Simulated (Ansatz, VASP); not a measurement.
PtS2 in VASP and in Ansatz

```
Pt S
1.0
     3.69901    0.00000    0.00000
    -1.84951    3.20344    0.00000
     0.00000    0.00000    5.33377
Pt S
1 2
Cartesian
  0.0000 0.0000 0.0000
  0.0000 2.1356 1.1595
  1.8495 1.0678 4.1742
```

Change from the starting cell: hydrostatic strain +4.1%.

Alike in both runs: task single point; functional PBE; k mesh 12 × 12 × 6; occupations fermi-dirac, width 0.02 eV; no spin polarisation.

|  | VASP | Ansatz |
| --- | --- | --- |
| version | VASP 6.6.1 | Ansatz 0.2.0 |
| potentials or method | VASP PAW PBE potentials, release 64 (Pt, S) | plane waves, PAW |
| plane-wave cutoff (eV) | 520 | 420 |
| valence electrons in the cell | 22 | 30 |

VASP gave:

```
gap on the k mesh at the Fermi level (eV)                     : 0.81
pressure (GPa)                                                : -4.1
traceless stress, the component that is largest in VASP (GPa) : 4.23
rms of the force components (eV/Å)                            : 0.020
```

Question: Which values does Ansatz return?

Answer: gap on the k mesh at the Fermi level (eV): 0.81; pressure (GPa): -3.7; traceless stress, the component that is largest in VASP (GPa): 4.09; rms of the force components (eV/Å): 0.006.

Atom by atom the forces differ by 0.015 eV/Å (rms over components). VASP's potentials hold 22 valence electrons a cell and Ansatz's 30, so a difference there can come from the potentials and not from the codes.

Neither program's run includes spin-orbit coupling.
